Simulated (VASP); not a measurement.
**KTmI4: relaxation of cell and atoms with PBE**

Crystal: KTmI4.

```
K Tm I
1.0
     2.86012   -5.45816    0.00000
     2.86012    5.45816    0.00000
     0.00000    0.00000    9.58460
K Tm I
1 1 4
Cartesian
  2.8601 0.0000 4.7923
  0.0000 0.0000 0.0000
  2.8601 -3.6016 7.2554
  2.8601 3.6016 7.2554
  2.8601 -3.6016 2.3292
  2.8601 3.6016 2.3292
```

The cell was generated, and may not be a known phase.

```yaml
Program: VASP 6.6.1
Task: relaxation of cell and atoms
Functional: PBE
Potentials_or_basis: VASP PAW PBE potentials, release 64 (K_sv, Tm_3, I), 4f in core
Cutoff: 500 eV
k_mesh: 3 × 3 × 2
Occupations: gaussian, width 0.15 eV
Spin: no spin polarisation
Dipole_correction: no
Further_INCAR_settings: ALGO = Normal; EDIFF = 1e-07; IBRION = 2; EDIFFG = -0.08; NSW = 36; ISIF = 3
```

The relaxed volume is 60.60 Å³/atom. The relaxed cell is a = 7.102 Å, b = 7.102 Å, c = 8.577 Å, α = 90.00°, β = 90.00°, γ = 122.80°. The space group after relaxing (to 0.1 Å) is Cmmm (No. 65), the energy gained by relaxing is 249.8 meV/atom and the ionic steps are 9. The pressure after relaxing is 0.0 GPa, the largest force after relaxing is 0.076 eV/Å and the band gap on the k mesh is 1.53 eV (least direct gap 1.55 eV).

Forces in eV/Å, atoms in the order of the input:
```
K    0.000  0.000  0.000
Tm   0.000  0.000  0.000
I    0.000 -0.039 -0.065
I    0.000  0.039 -0.065
I    0.000 -0.039  0.065
I    0.000  0.039  0.065
```

Stress tensor (GPa, compression positive):
```
-0.20  0.00  0.00
 0.00  0.10  0.00
 0.00  0.00  0.14
```

The path:
| step | energy change (eV) | largest force (eV/Å) | pressure (GPa) | volume (Å³) |
| --- | --- | --- | --- | --- |
| 1 | 0.0000 | 1.0168 | 1.38 | 299.25 |
| 2 | -1.1448 | 0.0881 | 1.13 | 316.50 |
| 3 | -1.2897 | 0.8557 | 1.86 | 329.73 |
| 4 | -1.3239 | 0.6415 | 1.63 | 326.98 |
| 5 | -1.4560 | 0.3893 | -0.50 | 363.63 |
| 6 | -1.4790 | 0.1784 | 0.01 | 352.62 |
| 7 | -1.4863 | 0.1515 | 0.01 | 354.82 |
| 8 | -1.4982 | 0.0862 | 0.01 | 361.43 |
| 9 | -1.4991 | 0.0758 | 0.02 | 363.58 |

Final structure:
```
K Tm I
1.0
     3.39927   -6.23511    0.00000
     3.39927    6.23511    0.00000
     0.00000    0.00000    8.57715
K Tm I
1 1 4
Direct
  0.50000 0.50000 0.50000
  0.00000 0.00000 0.00000
  0.83923 0.16077 0.75850
  0.16077 0.83923 0.75850
  0.83923 0.16077 0.24150
  0.16077 0.83923 0.24150
```

Levels at points of the mesh, in eV from the valence-band top:
```
           k point  band 20  band 21  band 22  band 23  band 24  band 25  band 26  band 27
(0.00, 0.00, 0.00)    -0.90    -0.56    -0.55    -0.02     1.53     2.80     3.09     3.28
(0.00, 0.00, 0.50)    -0.98    -0.83    -0.45    -0.35     1.66     2.92     3.23     3.48
```

Run time: 5.3 min on 1 thread of Intel(R) Xeon(R) 6975P-C (Granite Rapids), on a shared host, peak memory 0.47 GiB.

Caveat: the volume moved by over 15 % at a fixed basis, so the end points are rough; spin-orbit coupling is left out, which moves the levels of the heavy elements; the 4f electrons are frozen in the core, so they carry no moment and show no levels; the relaxation stopped at a loose force limit of 0.08 eV/Å, so its end isn't a converged minimum. Spin polarisation is off, so any magnetic state and its effect on volume and gap are missing.
